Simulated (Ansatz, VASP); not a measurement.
# HfSi3O8: VASP beside Ansatz

```
Hf Si O
1.0
     5.32283    0.00000    0.00000
     0.00000    5.32283    0.00000
     0.00000    0.00000    7.93651
Hf Si O
1 3 8
Direct
  0.50000 0.50000 0.50000
  0.00000 0.00000 0.00000
  0.50000 0.00000 0.77814
  0.00000 0.50000 0.22186
  0.42269 0.76876 0.65548
  0.93040 0.25162 0.10908
  0.74838 0.93040 0.89092
  0.23124 0.42269 0.34452
  0.57731 0.23124 0.65548
  0.06960 0.74838 0.10908
  0.25162 0.06960 0.89092
  0.76876 0.57731 0.34452
```

Alike in both runs: task single point; functional PBE; k mesh 4 × 4 × 2; occupations gaussian, width 0.1 eV; no spin polarisation.

|  | VASP | Ansatz |
| --- | --- | --- |
| version | VASP 6.6.1 | Ansatz 0.2.0 |
| potentials or method | VASP PAW PBE potentials, release 64 (Hf_pv, Si, O), cutoff 520 eV | scalar-relativistic, plane waves, PAW |
| valence electrons in the cell | 70 | 86 |

|  | VASP | Ansatz | Ansatz less VASP |
| --- | --- | --- | --- |
| gap on the k mesh at the Fermi level (eV) | 4.91 | 4.91 | +0.004 |
| least direct gap on the mesh (eV) | 4.91 | 4.91 | +0.004 |
| pressure (GPa) | -0.2 | 0.0 | +0.24 |
| traceless stress, the component that is largest in VASP (GPa) | -0.05 | -0.01 | +0.040 |
| rms of the force components (eV/Å) | 0.065 | 0.001 | -0.0644 |

Atom by atom the forces differ by 0.065 eV/Å (rms over components). VASP's potentials hold 70 valence electrons a cell and Ansatz's 86, so a difference there can come from the potentials and not from the codes.

Spin-orbit coupling is off throughout.
